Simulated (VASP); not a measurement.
# In2S in VASP: notebook, part 3 of 3

VASP 6.6.1. Earlier steps stand in the parts before.

## Step 6: Single point, PBE

This run uses another cell than the first one, of the same volume but with other edges.

File INCAR:

```
SYSTEM = In2S
PREC = Accurate
ENCUT = 520
EDIFF = 1E-7
ISMEAR = 0
SIGMA = 0.1
LREAL = .FALSE.
LASPH = .TRUE.
NELM = 80
ALGO = Normal
ISIF = 2
LWAVE = .FALSE.
LCHARG = .FALSE.
GGA = PE
NBANDS = 23
```

File KPOINTS:

```
Automatic mesh
0
G
  12 12 10
  0 0 0
```

File POSCAR:

```
In2S
1.0
    4.0563262142      0.0000000000      0.0000000000
   -2.0281631071      3.5128815475      0.0000000000
    0.0000000000      0.0000000000      5.6530623542
In S
2 1
Direct
    0.3333333333      0.6666666667      0.2937047316
    0.6666666667      0.3333333333      0.7062952684
    0.0000000000      0.0000000000      0.0000000000
```

Potentials or basis: VASP PAW PBE potentials, release 64 (In_d, S).

Command:

```console
$ cat potpaw_PBE.64/In_d/POTCAR potpaw_PBE.64/S/POTCAR > POTCAR
$ mpirun -np 1 vasp_std > vasp.out
```

It took 2.1 min on 1 thread of AMD EPYC 9R45 (Zen 5), shared host; peak memory 0.34 GiB.

It converged, with:

```
Free energy            : -10.1210 eV
Pressure               : 0.0 GPa
Largest force          : 0.004 eV/Å
Band gap on the k mesh : zero (bands 16 and 17 overlap by 1.67 eV)
```

Forces on the atoms (eV/Å):
```
In   0.000  0.000  0.004
In   0.000  0.000 -0.004
S    0.000  0.000  0.000
```

Levels at points of the mesh, in eV from the Fermi level:
```csv
k point,band 12,band 13,band 14,band 15,band 16,band 17,band 18,band 19,band 20,band 21
"(0.00, 0.00, 0.00)",-6.39,-5.68,-2.41,-2.41,0.70,1.63,3.07,3.07,6.62,6.62
"(0.50, 0.00, 0.00)",-6.79,-3.79,-3.43,-3.25,-2.26,-0.66,3.06,3.51,3.82,4.44
"(0.00, 0.00, 0.50)",-7.82,-2.50,-2.42,-2.42,-2.02,3.93,4.05,4.05,4.55,4.66
"(0.50, 0.00, 0.50)",-6.25,-4.87,-4.72,-3.07,-0.51,0.23,1.84,2.96,4.20,5.95
```

Caveat: spin-orbit coupling is left out, which moves the levels of the heavy elements.

## Step 7: Single point, PBE

This run uses another cell than the first one: it holds 6 atoms, not 3.

File INCAR:

```
SYSTEM = In2S
ALGO = Normal
EDIFF = 1E-7
ENCUT = 520
GGA = PE
ISIF = 2
ISMEAR = 0
LASPH = .TRUE.
LCHARG = .FALSE.
LREAL = .FALSE.
LWAVE = .FALSE.
NBANDS = 41
NELM = 100
PREC = Accurate
SIGMA = 0.2
```

File KPOINTS:

```
k-points
0
G
  6 6 2
  0 0 0
```

File POSCAR:

```
In2S
1.0
    4.0607207497     -0.0098370800     -0.0092595875
   -2.0385533368      3.5552606545     -0.0154234723
   -0.0263908387     -0.0694615796     11.0599316561
In S
4 2
Direct
    0.3336027130      0.6681004525      0.1487143805
    0.3353802248      0.6693994828      0.6487756356
    0.6649843776      0.3324529889      0.3515059592
    0.6659321946      0.3319943361      0.8515385023
    1.0000719574     -0.0011557805     -0.0003724601
    0.0000285326     -0.0007914800      0.4998379824
```

Potentials or basis: VASP PAW PBE potentials, release 64 (In_d, S).

Command:

```console
$ cat potpaw_PBE.64/In_d/POTCAR potpaw_PBE.64/S/POTCAR > POTCAR
$ mpirun -np 1 vasp_std > vasp.out
```

OUTCAR:

```text
SYSTEM = In2S
   EDIFF = 1E-7
   ENCUT = 520
   GGA = PE
   ISIF = 2
   ISMEAR = 0
   LASPH = .TRUE.
   LREAL = .FALSE.
   NELM = 100
   PREC = Accurate

 ion  position               nearest neighbor table
   1  0.334  0.668  0.149-   5 2.87   5 2.88   5 2.88   3 3.24   3 3.26   3 3.27   4 4.02
   2  0.335  0.669  0.649-   6 2.87   6 2.87   6 2.88   4 3.23   4 3.26   4 3.27
   3  0.665  0.332  0.352-   6 2.86   6 2.87   6 2.88   1 3.24   1 3.26   1 3.27
   4  0.666  0.332  0.852-   5 2.86   5 2.87   5 2.87   2 3.23   2 3.26   2 3.27   1 4.02
   5  0.000  0.999  1.000-   4 2.86   1 2.87   4 2.87   4 2.87   1 2.88   1 2.88
   6  0.000  0.999  0.500-   3 2.86   3 2.87   2 2.87   2 2.87   3 2.88   2 2.88

  LATTYP: Found a triclinic cell.
 ALAT       =     7.0647791354
 B/A-ratio  =     0.5800987957
 C/A-ratio  =     2.5210264160
 COS(alpha) =     0.0003207359
 COS(beta)  =     0.3905944245
 COS(gamma) =     0.8672096220

  Lattice vectors:

 A1 = (  -6.0992740865,   3.5650977345,  -0.0061638848)
 A2 = (  -2.0385533368,   3.5552606545,  -0.0154234723)
 A3 = ( -12.1393854865,  -7.0017114094, -10.9920463615)

Analysis of symmetry for initial positions (statically):
=====================================================================
 Subroutine PRICEL returns:
 Original cell was already a primitive cell.

 Routine SETGRP: Setting up the symmetry group for a
 triclinic supercell.

 Subroutine GETGRP returns: Found  1 space group operations
 (whereof  1 operations were pure point group operations)
 out of a pool of  2 trial point group operations.

The static configuration has the point symmetry C_1 .

Analysis of symmetry for dynamics (positions and initial velocities):
=====================================================================
 Subroutine PRICEL returns:
 Original cell was already a primitive cell.

 Routine SETGRP: Setting up the symmetry group for a
 triclinic supercell.
[... 133 lines left out ...]
     AMIX_MAG =   1.60;   BMIX_MAG =  1.00
  volume/ion in A,a.u.               =      26.57       179.33
  Fermi-wavevector in a.u.,A,eV,Ry     =   1.207627  2.282085 19.842247  1.458364
  Thomas-Fermi vector in A             =   2.343259
   LORBIT       =      0    0 simple, 1 ext, 2 COOP (PROOUT), +10 PAW based schemes
   GGA     = PE    functional components
   LHFCALC =     F    Hartree Fock is set to
   AEXX    =    0.0000 exact exchange contribution
   IVDW    =     0    specifies the selected vdW correction
   LEPSILON=     F    determine dielectric tensor
   LRPA    =     F    only Hartree local field effects (RPA)
 non-spin polarized calculation
 Gauss-broadening in eV      SIGMA  =   0.20
  energy-cutoff  :      520.00
  volume of cell :      159.44
 maximum number of plane-waves:      4319
   NGX = 15   NGY = 15   NGZ = 41

 number of electron      64.0000035 magnetization

 Free energy of the ion-electron system (eV)
  ---------------------------------------------------
  ext. energy  EPLUGINS =         0.00000000
  ---------------------------------------------------
  free energy    TOTEN  =       -20.25863459 eV

  energy without entropy =      -20.22229244  energy(sigma->0) =      -20.24046351

 E-fermi :   6.2187     XC(G=0):  -9.5372

 val. band max:        6.2110826899   @ k =   0.3333   0.1667  -0.0000
 cond. band min:       6.2477439689   @ k =   0.3333   0.5000   0.0000
 fundamental gap:      0.0366612790
 Fermi energy:         6.2186711676

 k-point     1 :       0.0000    0.0000    0.0000
  band No.  band energies     occupation
      1      -8.7086      2.00000
      2      -8.6973      2.00000
      3      -8.6906      2.00000
      4      -8.6809      2.00000
      5      -8.6250      2.00000
      6      -8.6205      2.00000
[... 1045 lines left out ...]
     40      10.7658      0.00000
     41      12.1086      0.00000

 [... further k-points ...]

------------------------ aborting loop because EDIFF is reached ----------------------------------------

  FORCE on cell =-STRESS in cart. coord.  units (eV):
  Direction    XX          YY          ZZ          XY          YZ          ZX
  --------------------------------------------------------------------------------------
  -------------------------------------------------------------------------------------
  Total        0.0689751      0.0180663      0.0039141      0.0283358      0.0696307      0.0127906
  in kB        0.6931021      0.1815408      0.0393314      0.2847349      0.6996904      0.1285277
  external PRESSURE =       0.3046581 kB  Pullay stress =       0.0000000 kB

 VOLUME and BASIS-vectors are now :
 -----------------------------------------------------------------------------
  energy-cutoff  :      520.00
  volume of cell :      159.44
      direct lattice vectors                 reciprocal lattice vectors
     4.060720750 -0.009837080 -0.009259587     0.246607631  0.141408924  0.001476562
    -2.038553337  3.555260655 -0.015423472     0.000686393  0.281674582  0.001770687
    -0.026390839 -0.069461580 11.059931656     0.000207422  0.000511196  0.090420177

 POSITION                                       TOTAL-FORCE (eV/Angst)
 -----------------------------------------------------------------------------------
     -0.01122      2.36166      1.63138         0.007308     -0.000762      0.014700
     -0.01984      2.33153      7.16198         0.001923     -0.007070      0.016156
      2.01332      1.15100      3.87635         0.001698     -0.003746     -0.019101
      2.00490      1.11463      9.40667        -0.003233     -0.000621     -0.024765
     -2.06229      3.48172     11.04041        -0.004552      0.005705      0.009613
     -2.05002      3.51773      5.51276        -0.003143      0.006494      0.003396
 -----------------------------------------------------------------------------------
    total drift:                                0.000323     -0.000328     -0.000163

  FREE ENERGIE OF THE ION-ELECTRON SYSTEM (eV)
  ---------------------------------------------------
  free  energy   TOTEN  =       -20.2586345932 eV

  energy  without entropy=      -20.2222924355  energy(sigma->0) =      -20.24046351
```

stdout:

```text
POSCAR found type information on POSCAR InS
 POSCAR found :  2 types and       6 ions
 scaLAPACK will be used
 LDA part: xc-table for (Slater+PW92), standard interpolation
 POSCAR, INCAR and KPOINTS ok, starting setup
 FFT: planning ... GRIDC
 FFT: planning ... GRID_SOFT
 FFT: planning ... GRID
 WAVECAR not read
 entering main loop
```

Run time: 2.7 min. Hardware: 1 thread of AMD EPYC 9R45 (Zen 5), shared host; peak memory 0.34 GiB.

Results:

- Free energy: -20.2586 eV
- Pressure: 0.0 GPa
- Largest force: 0.025 eV/Å
- Band gap on the k mesh: zero (bands 32 and 33 overlap by 1.22 eV)

Forces in eV/Å, atoms in the order of the input:
```
In   0.007 -0.001  0.015
In   0.002 -0.007  0.016
In   0.002 -0.004 -0.019
In  -0.003 -0.001 -0.025
S   -0.005  0.006  0.010
S   -0.003  0.006  0.003
```

Stress tensor (GPa, compression positive):
```
0.07 0.03 0.01
0.03 0.02 0.07
0.01 0.07 0.00
```

Caveat: spin-orbit coupling is left out, which moves the levels of the heavy elements.

## Step 8: The runs side by side

```tsv
task	cell	k mesh	cutoff (eV)	smearing	gap on the mesh (eV)	pressure (GPa)	largest force (eV/Å)
single point	a = 4.150, b = 4.150, c = 5.394 Å, angles 90.0, 90.0, 120.0°, 3 atoms, atomic positions A	6 × 6 × 4	520	gaussian 0.1 eV	none	0.1	0.01
single point	a = 4.276, b = 4.276, c = 5.775 Å, angles 90.0, 90.0, 120.0°, 3 atoms, atomic positions B	6 × 6 × 4	520	gaussian 0.1 eV	none	-1.0	2.67
single point	a = 4.056, b = 4.056, c = 11.306 Å, angles 90.0, 90.0, 120.0°, 6 atoms, atomic positions C	6 × 6 × 2	520	gaussian 0.2 eV	none	-0.1	0.08
relaxation of cell and atoms	relaxed from a = 4.276, b = 4.276, c = 5.775 Å, angles 90.0, 90.0, 120.0°, 3 atoms, atomic positions B	6 × 6 × 4	600	gaussian 0.1 eV	none	0.0	-
single point	a = 4.056, b = 4.056, c = 5.653 Å, angles 90.0, 90.0, 120.0°, 3 atoms, atomic positions D	12 × 12 × 10	520	gaussian 0.1 eV	none	0.0	-
single point	a = 4.061, b = 4.098, c = 11.060 Å, angles 90.5, 90.3, 120.0°, 6 atoms, atomic positions E	6 × 6 × 2	520	gaussian 0.2 eV	none	0.0	0.02
```

Alike in all rows: level PBE; potentials or basis VASP PAW PBE potentials, release 64 (In_d, S); no spin polarisation.

Caveats: spin-orbit coupling is left out, which moves the levels of the heavy elements; forces of over 1 eV/Å act on the atoms, so gaps and moduli don't describe the material at rest (at least some runs).

Total energies depend on the potentials used, so only differences within one code and one set of settings carry meaning.
